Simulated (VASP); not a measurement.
Runs of VASP 6.6.1 on ZnS. The structure is that of space group F-43m (No. 216), or close to it. The cells are those of the table. 

```tsv
cell	gap on the mesh (eV)	pressure (GPa)
a = 3.796, b = 3.796, c = 3.768 Å, angles 60.3, 60.3, 59.5°, 2 atoms	2.22	4.0
a = 3.710 Å, angles 60.0°, 2 atoms	2.51	10.0
a = 3.796, b = 3.796, c = 3.825 Å, angles 59.8, 59.8, 60.5°, 2 atoms	2.13	2.7
a = 3.882 Å, angles 60.0°, 2 atoms	1.91	(b)
a = 3.825, b = 3.825, c = 3.768 Å, angles 60.5, 60.5, 59.0°, 2 atoms	2.13	2.7
a = 3.883, b = 3.883, c = 3.825 Å, angles 60.5, 60.5, 59.0°, 2 atoms	1.93	(a)
a = 3.855, b = 3.855, c = 3.768 Å, angles 60.7, 60.7, 58.5°, 2 atoms	2.04	1.5
a = 3.827, b = 3.827, c = 3.710 Å, angles 61.0, 61.0, 58.0°, 2 atoms	2.15	4.0
a = 3.768, b = 3.768, c = 3.825 Å, angles 59.5, 59.5, 61.0°, 2 atoms	2.17	4.0
a = 3.911, b = 3.911, c = 3.940 Å, angles 59.8, 59.8, 60.5°, 2 atoms	1.75	-3.3
a = 3.825, b = 3.825, c = 3.882 Å, angles 59.5, 59.5, 61.0°, 2 atoms	1.97	0.4
a = 3.739, b = 3.739, c = 3.768 Å, angles 59.7, 59.7, 60.5°, 2 atoms	2.34	6.8
```

Alike in all rows: task single point; level PBE; potentials or basis VASP PAW PBE potentials, release 64 (Zn, S); no spin polarisation; k mesh 10 × 10 × 10; cutoff (eV) 520; smearing gaussian 0.05 eV.

**Question.** Fill in the values left out.

**Answer.** (a) -0.6; (b) -1.6.

